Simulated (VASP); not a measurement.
A run of VASP 6.6.1 is set up as follows.

File INCAR:

```
PREC = Accurate
ENCUT = 600
EDIFF = 1E-7
ISMEAR = 0
SIGMA = 0.02
LREAL = F
LASPH = T
NELM = 100
ALGO = Normal
ISIF = 3
LWAVE = F
LCHARG = F
GGA = PE
IBRION = 2
NSW = 100
EDIFFG = -0.005
```

The input KPOINTS:

```
Automatic mesh
0
Gamma
  12 12 4
```

Contents of POSCAR:

```
PtS2
1.0
    3.5766343130      0.0000000000      0.0000000000
   -1.7883171565      3.0974561751      0.0000000000
    0.0000000000      0.0000000000      6.4831509893
Pt S
1 2
Direct
    0.0000000000      0.0000000000      0.0000000000
    0.3333333333      0.6666666667      0.1893322534
    0.6666666667      0.3333333333      0.8106677466
```

Potentials or basis: VASP PAW PBE potentials, release 64 (Pt, S).

Launch:

```console
$ cat potpaw_PBE.64/Pt/POTCAR potpaw_PBE.64/S/POTCAR > POTCAR
$ mpirun -np 1 vasp_std > vasp.out
```

Q: Predict the space group after relaxing (to 0.1 Å).

A: P-3m1 (No. 164).

Q: What does it give for the band gap on the k mesh?

A: 1.50 eV (least direct gap 1.58 eV).

Q: What does it give for the relaxed volume?

A: 23.88 Å³/atom.

Q: What does it give for the relaxed cell?

A: a = 3.573 Å, b = 3.573 Å, c = 6.479 Å, α = 90.00°, β = 90.00°, γ = 120.00°.

Final structure:
```xyz
3
Lattice="3.5731 0.0000 0.0000 -1.7866 3.0944 0.0000 0.0000 0.0000 6.4793" Properties=species:S:1:pos:R:3 pbc="T T T"
Pt    0.0000    0.0000    0.0000
S     0.0000    2.0629    1.2261
S     1.7866    1.0315    5.2533
```

Caveat: spin-orbit coupling is left out, which moves the levels of the heavy elements; this functional lacks dispersion, which binds layers or chains, so the pressure and a relaxed spacing across them are unreliable. A k mesh can miss the band edges.
